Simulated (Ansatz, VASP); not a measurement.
One calculation of CdSe, two programs

```
CELL_PARAMETERS angstrom
4.30096 0.00000 0.00000
-2.15048 3.72474 0.00000
0.00000 0.00000 7.02225
ATOMIC_POSITIONS crystal
Cd 0.33333 0.66667 0.00470
Cd 0.66667 0.33333 0.50470
Se 0.33333 0.66667 0.38030
Se 0.66667 0.33333 0.88030
```

Alike in both runs: functional PBEsol; k mesh 10 × 10 × 6; occupations gaussian, width 0.05 eV; no spin polarisation.

Ansatz relaxed the structure, and its values are those at the end. VASP's run is a single point on that final structure, the one shown.

```csv
,VASP,Ansatz
version,VASP 6.6.1,Ansatz 0.2.0
potentials or method,"VASP PAW PBE potentials, release 64 (Cd, Se), cutoff 520 eV","scalar-relativistic, plane waves, PAW"
valence electrons in the cell,36,72
```

Ansatz gave:

* gap on the k mesh at the Fermi level (eV): 0.54
* least direct gap on the mesh (eV): 0.54
* pressure (GPa): 0.0

**Question.** Estimate VASP's values.

**Answer.** gap on the k mesh at the Fermi level (eV): 0.54; least direct gap on the mesh (eV): 0.54; pressure (GPa): 0.4.

VASP's potentials were made for PBE, not for PBEsol. With one functional, cell and mesh, what is left measures potentials, basis and numerics. VASP's potentials hold 36 valence electrons a cell and Ansatz's 72, so a difference there can come from the potentials and not from the codes.
